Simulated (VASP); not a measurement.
# SrTiO3 (P4/mmm) in VASP: a series of runs

The runs below take SrTiO3 through single point, with r2SCAN+U.

All numbers are computed with VASP 6.6.1; they aren't measurements. Logs are shortened: lines on timing, memory, paths and dates and some standing lists are left out, and cuts for length are marked.

**1. The cell of the first run**

It takes space group P4/mmm (No. 123, tetragonal). Conventional cell: a = 3.741 Å, b = 3.741 Å, c = 4.023 Å, α = 90.00°, β = 90.00°, γ = 90.00°. Within 3.5 Å of Sr (site symmetry 4/mmm) lie 12 O at 2.65 to 2.75 Å and 8 Ti at 3.32 Å. Ti (site symmetry 4/mmm) has 6 O at 1.87 to 2.01 Å within 2.5 Å. Within 2.5 Å of O (site symmetry mmm) lie 2 Ti at 1.87 Å. Within 2.8 Å of O (site symmetry 4/mmm) lie 2 Ti at 2.01 Å and 4 Sr at 2.65 Å and 8 O at 2.75 Å.

**2. Single point, r2SCAN+U (biaxial strain in the a-b plane: -4.5 %)**

POSCAR reads:

```
SrTiO3
1.0
    3.7414142415      0.0000000000      0.0000000000
    0.0000000000      3.7414142415      0.0000000000
    0.0000000000      0.0000000000      4.0234894513
Sr Ti O
1 1 3
Direct
    0.0000000000      0.0000000000      0.0000000000
    0.5000000000      0.5000000000      0.5000000000
    0.5000000000      0.0000000000      0.5000000000
    0.5000000000      0.5000000000      0.0000000000
    0.0000000000      0.5000000000      0.5000000000
```

INCAR.step1 reads:

```
SYSTEM = SrTiO3
  PREC = Accurate
  ENCUT = 520
  ISMEAR = 0
  SIGMA = 0.02
  LREAL = .FALSE.
  LASPH = .TRUE.
  NELM = 150
  LMAXMIX = 4
  LDAU = .TRUE.
  LDAUTYPE = 2
  LDAUL = -1 2 -1
  LDAUU = 0 4 0
  LDAUJ = 0 0 0
  NBANDS = 28
  GGA = PE
  ALGO = Normal
  EDIFF = 1E-4
  LWAVE = .TRUE.
  LCHARG = .FALSE.
```

INCAR.step2 reads:

```
SYSTEM = SrTiO3
  PREC = Accurate
  ENCUT = 520
  EDIFF = 1E-6
  ISMEAR = 0
  SIGMA = 0.02
  LREAL = .FALSE.
  LASPH = .TRUE.
  NELM = 150
  ALGO = Normal
  ISIF = 2
  LWAVE = .FALSE.
  LCHARG = .TRUE.
  LMAXMIX = 4
  LDAU = .TRUE.
  LDAUTYPE = 2
  LDAUL = -1 2 -1
  LDAUU = 0 4 0
  LDAUJ = 0 0 0
  LDAUPRINT = 1
  METAGGA = R2SCAN
  LMIXTAU = .TRUE.
  LELF = .TRUE.
  LVHAR = .TRUE.
  NBANDS = 28
  ISTART = 1
```

KPOINTS reads:

```
regular mesh
0
G
  6 6 6
  0 0 0
```

Potentials or basis: VASP PAW PBE potentials, release 64 (Sr_sv, Ti_sv, O).

Run with:

```bash
$ cat potpaw_PBE.64/Sr_sv/POTCAR potpaw_PBE.64/Ti_sv/POTCAR potpaw_PBE.64/O/POTCAR > POTCAR
$ cp INCAR.step1 INCAR
$ mpirun -np 1 vasp_std > vasp.out
$ cp INCAR.step2 INCAR
$ mpirun -np 1 vasp_std > vasp.out
```

OUTCAR:

```text
SYSTEM = SrTiO3
   PREC = Accurate
   ENCUT = 520
   EDIFF = 1E-6
   ISMEAR = 0
   LREAL = .FALSE.
   LASPH = .TRUE.
   NELM = 150
   ISIF = 2
   METAGGA = R2SCAN
   ISTART = 1

 ion  position               nearest neighbor table
   1  0.000  0.000  0.000-   4 2.65   4 2.65   4 2.65   4 2.65   5 2.75   3 2.75   5 2.75   5 2.75
                             3 2.75   5 2.75   3 2.75   3 2.75   2 3.32   2 3.32   2 3.32   2 3.32
   2  0.500  0.500  0.500-   3 1.87   5 1.87   3 1.87   5 1.87   4 2.01   4 2.01   1 3.32   1 3.32
                             1 3.32   1 3.32   1 3.32   1 3.32   1 3.32   1 3.32
   3  0.500  0.000  0.500-   2 1.87   2 1.87   1 2.75   1 2.75   1 2.75   1 2.75
   4  0.500  0.500  0.000-   2 2.01   2 2.01   1 2.65   1 2.65   1 2.65   1 2.65
   5  0.000  0.500  0.500-   2 1.87   2 1.87   1 2.75   1 2.75   1 2.75   1 2.75

  LATTYP: Found a simple tetragonal cell.
 ALAT       =     3.7414142415
 C/A-ratio  =     1.0753926701

  Lattice vectors:

 A1 = (   3.7414142415,   0.0000000000,   0.0000000000)
 A2 = (   0.0000000000,   3.7414142415,   0.0000000000)
 A3 = (   0.0000000000,   0.0000000000,   4.0234894513)

Analysis of symmetry for initial positions (statically):
=====================================================================
 Subroutine PRICEL returns:
 Original cell was already a primitive cell.

 Routine SETGRP: Setting up the symmetry group for a
 simple tetragonal supercell.

 Subroutine GETGRP returns: Found 16 space group operations
 (whereof 16 operations were pure point group operations)
 out of a pool of 16 trial point group operations.

The static configuration has the point symmetry D_4h.

Analysis of symmetry for dynamics (positions and initial velocities):
=====================================================================
 Subroutine PRICEL returns:
 Original cell was already a primitive cell.

 Routine SETGRP: Setting up the symmetry group for a
 simple tetragonal supercell.

 Subroutine GETGRP returns: Found 16 space group operations
 (whereof 16 operations were pure point group operations)
 out of a pool of 16 trial point group operations.

[... 150 lines left out ...]

 onsite density matrix

spin component  1

  0.1102  0.0000  0.0000  0.0000  0.0000
  0.0000  0.0953 -0.0000  0.0000  0.0000
  0.0000 -0.0000  0.2420  0.0000 -0.0000
  0.0000  0.0000  0.0000  0.0953 -0.0000
  0.0000  0.0000 -0.0000 -0.0000  0.2941

spin component  2

  0.1102  0.0000  0.0000  0.0000  0.0000
  0.0000  0.0953 -0.0000  0.0000  0.0000
  0.0000 -0.0000  0.2420  0.0000 -0.0000
  0.0000  0.0000  0.0000  0.0953 -0.0000
  0.0000  0.0000 -0.0000 -0.0000  0.2941

 occupancies and eigenvectors

  o =  0.0953  v =  0.0000 -0.9833  0.0000 -0.1822  0.0000  0.0000  0.0000  0.0000  0.0000  0.0000      0.0000  0.0000  0.0000  0.0000  0.0000  0.0000  0.0000  0.0000  0.0000  0.0000
  o =  0.0953  v =  0.0000  0.0000  0.0000  0.0000  0.0000  0.0000 -0.9833  0.0000 -0.1822  0.0000      0.0000  0.0000  0.0000  0.0000  0.0000  0.0000  0.0000  0.0000  0.0000  0.0000
  o =  0.0953  v =  0.0000 -0.1822  0.0000  0.9833 -0.0000  0.0000  0.0000  0.0000  0.0000  0.0000      0.0000  0.0000  0.0000  0.0000  0.0000  0.0000  0.0000  0.0000  0.0000  0.0000
  o =  0.0953  v =  0.0000  0.0000  0.0000  0.0000  0.0000  0.0000 -0.1822  0.0000  0.9833 -0.0000      0.0000  0.0000  0.0000  0.0000  0.0000  0.0000  0.0000  0.0000  0.0000  0.0000
  o =  0.1102  v =  0.0000  0.0000  0.0000  0.0000  0.0000  1.0000  0.0000  0.0000  0.0000  0.0000      0.0000  0.0000  0.0000  0.0000  0.0000  0.0000  0.0000  0.0000  0.0000  0.0000
  o =  0.1102  v =  1.0000  0.0000  0.0000  0.0000  0.0000  0.0000  0.0000  0.0000  0.0000  0.0000      0.0000  0.0000  0.0000  0.0000  0.0000  0.0000  0.0000  0.0000  0.0000  0.0000
  o =  0.2420  v =  0.0000  0.0000  1.0000 -0.0000 -0.0000  0.0000  0.0000  0.0000  0.0000  0.0000      0.0000  0.0000  0.0000  0.0000  0.0000  0.0000  0.0000  0.0000  0.0000  0.0000
  o =  0.2420  v =  0.0000  0.0000  0.0000  0.0000  0.0000  0.0000  0.0000  1.0000 -0.0000 -0.0000      0.0000  0.0000  0.0000  0.0000  0.0000  0.0000  0.0000  0.0000  0.0000  0.0000
  o =  0.2941  v =  0.0000 -0.0000  0.0000 -0.0000 -1.0000  0.0000  0.0000  0.0000  0.0000  0.0000      0.0000  0.0000  0.0000  0.0000  0.0000  0.0000  0.0000  0.0000  0.0000  0.0000
  o =  0.2941  v =  0.0000  0.0000  0.0000  0.0000  0.0000  0.0000 -0.0000  0.0000 -0.0000 -1.0000      0.0000  0.0000  0.0000  0.0000  0.0000  0.0000  0.0000  0.0000  0.0000  0.0000

 number of electron      39.9999976 magnetization

 Free energy of the ion-electron system (eV)
  ---------------------------------------------------
  ext. energy  EPLUGINS =         0.00000000
  ---------------------------------------------------
  free energy    TOTEN  =       -60.24555907 eV

  energy without entropy =      -60.24555907  energy(sigma->0) =      -60.24555907

 E-fermi :   4.8636     XC(G=0): -12.2573

 val. band max:        4.5783573013   @ k =   0.5000   0.5000   0.5000
 cond. band min:       7.4208599253   @ k =   0.0000   0.0000   0.0000
 fundamental gap:      2.8425026240
 Fermi energy:         4.8636450055

 k-point     1 :       0.0000    0.0000    0.0000
  band No.  band energies     occupation
      1     -54.8875      2.00000
      2     -30.1088      2.00000
      3     -30.1088      2.00000
      4     -30.0438      2.00000
      5     -29.2521      2.00000
      6     -14.3165      2.00000
[... 733 lines left out ...]
     27      13.5546      0.00000
     28      14.4356      0.00000

 [... further k-points ...]
[... 5 lines left out ...]
  --------------------------------------------------------------------------------------
  -------------------------------------------------------------------------------------
  Total        9.7580375      9.7580375      1.3930331      0.0000000      0.0000000      0.0000000
  in kB      277.5866693    277.5866693     39.6275795      0.0000000      0.0000000      0.0000000
  external PRESSURE =     198.2669727 kB  Pullay stress =       0.0000000 kB

 VOLUME and BASIS-vectors are now :
 -----------------------------------------------------------------------------
  energy-cutoff  :      520.00
  volume of cell :       56.32
      direct lattice vectors                 reciprocal lattice vectors
     3.741414241  0.000000000  0.000000000     0.267278611  0.000000000  0.000000000
     0.000000000  3.741414241  0.000000000     0.000000000  0.267278611  0.000000000
     0.000000000  0.000000000  4.023489451     0.000000000  0.000000000  0.248540480

 POSITION                                       TOTAL-FORCE (eV/Angst)
 -----------------------------------------------------------------------------------
      0.00000      0.00000      0.00000         0.000000      0.000000      0.000000
      1.87071      1.87071      2.01174         0.000000      0.000000      0.000000
      1.87071      0.00000      2.01174         0.000000      0.000000      0.000000
      1.87071      1.87071      0.00000         0.000000      0.000000      0.000000
      0.00000      1.87071      2.01174         0.000000      0.000000      0.000000
 -----------------------------------------------------------------------------------
    total drift:                                0.000000      0.000000      0.000000

  FREE ENERGIE OF THE ION-ELECTRON SYSTEM (eV)
  ---------------------------------------------------
  free  energy   TOTEN  =       -60.2455590743 eV

  energy  without entropy=      -60.2455590743  energy(sigma->0) =      -60.24555907
```

OUTCAR.step1:

```text
SYSTEM = SrTiO3
   PREC = Accurate
   ENCUT = 520
   ISMEAR = 0
   LREAL = .FALSE.
   LASPH = .TRUE.
[... 984 lines left out ...]
      1.87071      0.00000      2.01174         0.000000      0.000000      0.000000
      1.87071      1.87071      0.00000         0.000000      0.000000      0.000000
      0.00000      1.87071      2.01174         0.000000      0.000000      0.000000
 -----------------------------------------------------------------------------------
    total drift:                                0.000000      0.000000      0.000000

  FREE ENERGIE OF THE ION-ELECTRON SYSTEM (eV)
  ---------------------------------------------------
  free  energy   TOTEN  =       -36.8286891811 eV

  energy  without entropy=      -36.8286891811  energy(sigma->0) =      -36.82868918
```

It took 92 s on 1 thread of Intel Xeon 6975P-C (Granite Rapids), shared host; peak memory 0.21 GiB.

Results:

| Quantity | Value |
| --- | --- |
| Free energy | -60.2456 eV |
| Pressure | 19.8 GPa |
| Band gap on the k mesh | 2.84 eV (least direct gap 3.35 eV) |

Levels at points of the mesh, in eV from the valence-band top:
| k point | band 16 | band 17 | band 18 | band 19 | band 20 | band 21 | band 22 | band 23 | band 24 | band 25 |
| --- | --- | --- | --- | --- | --- | --- | --- | --- | --- | --- |
| (0.00, 0.00, 0.00) | -1.35 | -1.35 | -0.59 | -0.51 | -0.51 | 2.84 | 2.84 | 2.97 | 4.66 | 5.13 |
| (0.50, 0.00, 0.00) | -2.73 | -2.71 | -2.36 | -1.03 | -0.97 | 3.12 | 4.81 | 5.19 | 5.21 | 7.62 |
| (0.50, 0.50, 0.00) | -3.44 | -2.07 | -1.53 | -1.53 | -0.06 | 5.23 | 5.23 | 5.61 | 5.78 | 8.95 |
| (0.00, 0.00, 0.50) | -2.30 | -2.04 | -2.04 | -0.88 | -0.88 | 3.13 | 4.50 | 4.50 | 5.24 | 7.12 |
| (0.50, 0.00, 0.50) | -2.76 | -1.99 | -1.97 | -1.96 | -0.41 | 4.53 | 5.20 | 5.44 | 6.27 | 8.49 |
| (0.50, 0.50, 0.50) | -3.81 | -3.81 | -0.22 | -0.22 | 0.00 | 5.70 | 5.70 | 6.03 | 7.46 | 7.46 |

Eigenvalues of the final occupation matrices:
```csv
site,spin,trace,eigenvalues
site 2 d,1,0.84,0.10 0.10 0.11 0.24 0.29
site 2 d,2,0.84,0.10 0.10 0.11 0.24 0.29
```

Caveat: the cell differs from its parent crystal (biaxial strain in the a-b plane: -4.5 %); the stress differs along the axes, from 4 to 28 GPa; the PAW data sets were made with another functional, which shifts forces and pressure a little.

**3. Single point, r2SCAN+U (biaxial strain in the a-b plane: -4.5 %, then relaxed in part)**

POSCAR, as its differences from that of step 2:

```diff
@@ -4,3 +4,3 @@
     0.0000000000      3.7414142415      0.0000000000
-    0.0000000000      0.0000000000      4.0234894513
+    0.0000000000      0.0000000000      4.0413896756
 Sr Ti O
```

INCAR.step1 reads:

```
SYSTEM = SrTiO3
ALGO = Normal
EDIFF = 1E-4
ENCUT = 520
GGA = PE
ISMEAR = 0
LASPH = .TRUE.
LCHARG = .FALSE.
LDAU = .TRUE.
LDAUJ = 0 0 0
LDAUL = -1 2 -1
LDAUTYPE = 2
LDAUU = 0 4 0
LMAXMIX = 4
LREAL = .FALSE.
LWAVE = .TRUE.
NBANDS = 28
NELM = 150
PREC = Accurate
SIGMA = 0.02
```

INCAR.step2 reads:

```
SYSTEM = SrTiO3
ALGO = Normal
EDIFF = 1E-6
ENCUT = 520
ISIF = 2
ISMEAR = 0
ISTART = 1
LASPH = .TRUE.
LCHARG = .FALSE.
LDAU = .TRUE.
LDAUJ = 0 0 0
LDAUL = -1 2 -1
LDAUPRINT = 1
LDAUTYPE = 2
LDAUU = 0 4 0
LMAXMIX = 4
LMIXTAU = .TRUE.
LREAL = .FALSE.
LWAVE = .FALSE.
METAGGA = R2SCAN
NBANDS = 28
NELM = 150
PREC = Accurate
SIGMA = 0.02
```

KPOINTS reads:

```
k-points
0
G
  6 6 6
  0 0 0
```

Potentials or basis: VASP PAW PBE potentials, release 64 (Sr_sv, Ti_sv, O).

Run with:

```bash
$ cat potpaw_PBE.64/Sr_sv/POTCAR potpaw_PBE.64/Ti_sv/POTCAR potpaw_PBE.64/O/POTCAR > POTCAR
$ cp INCAR.step1 INCAR
$ mpirun -np 1 vasp_std > vasp.out
$ cp INCAR.step2 INCAR
$ mpirun -np 1 vasp_std > vasp.out
```

OUTCAR:

```text
SYSTEM = SrTiO3
   EDIFF = 1E-6
   ENCUT = 520
   ISIF = 2
   ISMEAR = 0
   ISTART = 1
   LASPH = .TRUE.
   LREAL = .FALSE.
   METAGGA = R2SCAN
   NELM = 150
   PREC = Accurate

 ion  position               nearest neighbor table
   1  0.000  0.000  0.000-   4 2.65   4 2.65   4 2.65   4 2.65   5 2.75   3 2.75   5 2.75   5 2.75
                             3 2.75   5 2.75   3 2.75   3 2.75   2 3.33   2 3.33   2 3.33   2 3.33
   2  0.500  0.500  0.500-   3 1.87   5 1.87   3 1.87   5 1.87   4 2.02   4 2.02   1 3.33   1 3.33
                             1 3.33   1 3.33   1 3.33   1 3.33   1 3.33   1 3.33
   3  0.500  0.000  0.500-   2 1.87   2 1.87   1 2.75   1 2.75   1 2.75   1 2.75
   4  0.500  0.500  0.000-   2 2.02   2 2.02   1 2.65   1 2.65   1 2.65   1 2.65
   5  0.000  0.500  0.500-   2 1.87   2 1.87   1 2.75   1 2.75   1 2.75   1 2.75

  LATTYP: Found a simple tetragonal cell.
 ALAT       =     3.7414142415
 C/A-ratio  =     1.0801770172

  Lattice vectors:

 A1 = (   3.7414142415,   0.0000000000,   0.0000000000)
 A2 = (   0.0000000000,   3.7414142415,   0.0000000000)
 A3 = (   0.0000000000,   0.0000000000,   4.0413896756)
[... 213 lines left out ...]
  ext. energy  EPLUGINS =         0.00000000
  ---------------------------------------------------
  free energy    TOTEN  =       -60.25100223 eV

  energy without entropy =      -60.25100223  energy(sigma->0) =      -60.25100223

 E-fermi :   4.6289     XC(G=0): -12.2308

 val. band max:        4.5473325318   @ k =   0.5000   0.5000   0.5000
 cond. band min:       7.3720057094   @ k =   0.0000   0.0000   0.0000
 fundamental gap:      2.8246731775
 Fermi energy:         4.6288957727

 k-point     1 :       0.0000    0.0000    0.0000
  band No.  band energies     occupation
      1     -54.9457      2.00000
      2     -30.1650      2.00000
      3     -30.1650      2.00000
      4     -30.0993      2.00000
      5     -29.3024      2.00000
      6     -14.3466      2.00000
[... 733 lines left out ...]
     27      13.4828      0.00000
     28      14.3644      0.00000

 [... further k-points ...]
[... 5 lines left out ...]
  --------------------------------------------------------------------------------------
  -------------------------------------------------------------------------------------
  Total        9.5903268      9.5903268      0.8633572      0.0000000      0.0000000      0.0000000
  in kB      271.6074469    271.6074469     24.4511216      0.0000000      0.0000000      0.0000000
  external PRESSURE =     189.2220052 kB  Pullay stress =       0.0000000 kB

 VOLUME and BASIS-vectors are now :
 -----------------------------------------------------------------------------
  energy-cutoff  :      520.00
  volume of cell :       56.57
      direct lattice vectors                 reciprocal lattice vectors
     3.741414241  0.000000000  0.000000000     0.267278611  0.000000000  0.000000000
     0.000000000  3.741414241  0.000000000     0.000000000  0.267278611  0.000000000
     0.000000000  0.000000000  4.041389676     0.000000000  0.000000000  0.247439638

 POSITION                                       TOTAL-FORCE (eV/Angst)
 -----------------------------------------------------------------------------------
      0.00000      0.00000      0.00000         0.000000      0.000000      0.000000
      1.87071      1.87071      2.02069         0.000000      0.000000      0.000000
      1.87071      0.00000      2.02069         0.000000      0.000000      0.000000
      1.87071      1.87071      0.00000         0.000000      0.000000      0.000000
      0.00000      1.87071      2.02069         0.000000      0.000000      0.000000
 -----------------------------------------------------------------------------------
    total drift:                                0.000000      0.000000      0.000000

  FREE ENERGIE OF THE ION-ELECTRON SYSTEM (eV)
  ---------------------------------------------------
  free  energy   TOTEN  =       -60.2510022332 eV

  energy  without entropy=      -60.2510022332  energy(sigma->0) =      -60.25100223
```

OUTCAR.step1:

```text
SYSTEM = SrTiO3
   EDIFF = 1E-4
   ENCUT = 520
   GGA = PE
   ISMEAR = 0
[... 984 lines left out ...]
      1.87071      1.87071      2.02069         0.000000      0.000000      0.000000
      1.87071      0.00000      2.02069         0.000000      0.000000      0.000000
      1.87071      1.87071      0.00000         0.000000      0.000000      0.000000
      0.00000      1.87071      2.02069         0.000000      0.000000      0.000000
 -----------------------------------------------------------------------------------
    total drift:                                0.000000      0.000000      0.000000

  FREE ENERGIE OF THE ION-ELECTRON SYSTEM (eV)
  ---------------------------------------------------
  free  energy   TOTEN  =       -36.8401689650 eV

  energy  without entropy=      -36.8401689650  energy(sigma->0) =      -36.84016896
```

OSZICAR.step1:

```text
N       E                     dE             d eps       ncg     rms          rms(c)
DAV:   1     0.443976366821E+03    0.44398E+03   -0.21269E+04  2240   0.160E+03
DAV:   2    -0.265509994222E+01   -0.44663E+03   -0.42715E+03  2536   0.451E+02
DAV:   3    -0.457009279260E+02   -0.43046E+02   -0.42737E+02  3104   0.137E+02
DAV:   4    -0.477527929633E+02   -0.20519E+01   -0.20464E+01  3404   0.255E+01
DAV:   5    -0.477967804409E+02   -0.43987E-01   -0.43976E-01  3120   0.331E+00    0.296E+01
DAV:   6    -0.365026294567E+02    0.11294E+02   -0.51847E+01  3196   0.680E+01    0.167E+01
DAV:   7    -0.368166653450E+02   -0.31404E+00   -0.55810E+00  2892   0.140E+01    0.114E+01
DAV:   8    -0.368949815321E+02   -0.78316E-01   -0.13512E+00  2820   0.964E+00    0.332E+00
DAV:   9    -0.368422570477E+02    0.52724E-01   -0.19386E-01  2764   0.395E+00    0.865E-01
DAV:  10    -0.368410326330E+02    0.12244E-02   -0.76829E-02  3000   0.219E+00    0.270E-01
DAV:  11    -0.368402575257E+02    0.77511E-03   -0.68826E-03  2800   0.569E-01    0.149E-01
DAV:  12    -0.368401689650E+02    0.88561E-04   -0.49582E-04  2712   0.219E-01
   1 F= -.36840169E+02 E0= -.36840169E+02  d E =-.726499E-58
```

Run time: 1.7 min. Hardware: 1 thread of Intel Xeon 6975P-C (Granite Rapids), shared host; peak memory 0.21 GiB.

What came out:

- Free energy: -60.2510 eV
- Pressure: 18.9 GPa
- Band gap on the k mesh: 2.82 eV (least direct gap 3.34 eV)

Levels at points of the mesh, in eV from the valence-band top:
```csv
k point,band 18,band 19,band 20,band 21,band 22,band 23
"(0.00, 0.00, 0.00)",-0.60,-0.52,-0.52,2.82,2.82,2.96
"(0.50, 0.00, 0.00)",-2.35,-1.04,-0.97,3.10,4.76,5.17
"(0.50, 0.50, 0.00)",-1.52,-1.52,-0.06,5.21,5.21,5.54
"(0.00, 0.00, 0.50)",-2.01,-0.88,-0.88,3.11,4.45,4.45
"(0.50, 0.00, 0.50)",-1.98,-1.97,-0.43,4.48,5.18,5.41
"(0.50, 0.50, 0.50)",-0.24,-0.24,0.00,5.66,5.66,6.00
```

Eigenvalues of the final occupation matrices:
| site | spin | trace | eigenvalues |
| --- | --- | --- | --- |
| site 2 d | 1 | 0.83 | 0.10 0.10 0.11 0.24 0.29 |
| site 2 d | 2 | 0.83 | 0.10 0.10 0.11 0.24 0.29 |

Caveat: the cell differs from its parent crystal (biaxial strain in the a-b plane: -4.5 %, then relaxed in part); the stress differs along the axes, from 2 to 27 GPa; the PAW data sets were made with another functional, which shifts forces and pressure a little. A k mesh can miss the band edges.

[end of part 1 of 2]
